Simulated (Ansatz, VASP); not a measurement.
One calculation of V, two programs

File INCAR:

```
PREC = Accurate ; ENCUT = 520
EDIFF = 1E-7 ; ISMEAR = 0
SIGMA = 0.15 ; LREAL = F
LASPH = T ; NELM = 100
ALGO = Normal ; ISIF = 2
LWAVE = F ; LCHARG = F
GGA = PE ; NBANDS = 12
```

The input KPOINTS:

```
Automatic mesh
0
Gamma
  24 24 24
```

POSCAR

```
V
1.0
   -0.8005792639      1.6011585278      1.6011585278
    1.6011585278     -0.8005792639      1.6011585278
    1.6011585278      1.6011585278     -0.8005792639
V
1
Direct
    0.0000000000      0.0000000000      0.0000000000
```

Input for Ansatz:

```yaml
crystal:
  lattice:
    - [-0.8005792639, 1.6011585278, 1.6011585278]
    - [1.6011585278, -0.8005792639, 1.6011585278]
    - [1.6011585278, 1.6011585278, -0.8005792639]
  atoms:
    - { symbol: V, position: [0.0, 0.0, 0.0] }
basis:
  ecutwfc: 420
kpoints:
  mp_grid: { grid: [24, 24, 24] }
hamiltonian:
  xc: pbe
scf:
  occupations: { method: gaussian, width: 0.15 }
output:
  forces: true
  stress: true
  eigenvalues: true
```

Alike in both runs: task single point; functional PBE; k mesh 24 × 24 × 24; occupations gaussian, width 0.15 eV; no spin polarisation.

|  | VASP | Ansatz |
| --- | --- | --- |
| version | VASP 6.6.1 | Ansatz 0.2.0 |
| potentials or method | VASP PAW PBE potentials, release 64 (V_sv), cutoff 520 eV | scalar-relativistic, plane waves, PAW |
| valence electrons in the cell | 13 | 13 |

```tsv
	VASP	Ansatz	Ansatz less VASP
gap on the k mesh at the Fermi level (eV)	none	none	-
pressure (GPa)	9.2	8.8	-0.39
```

A gap of «none» marks a metal or a gap that the smearing closes.
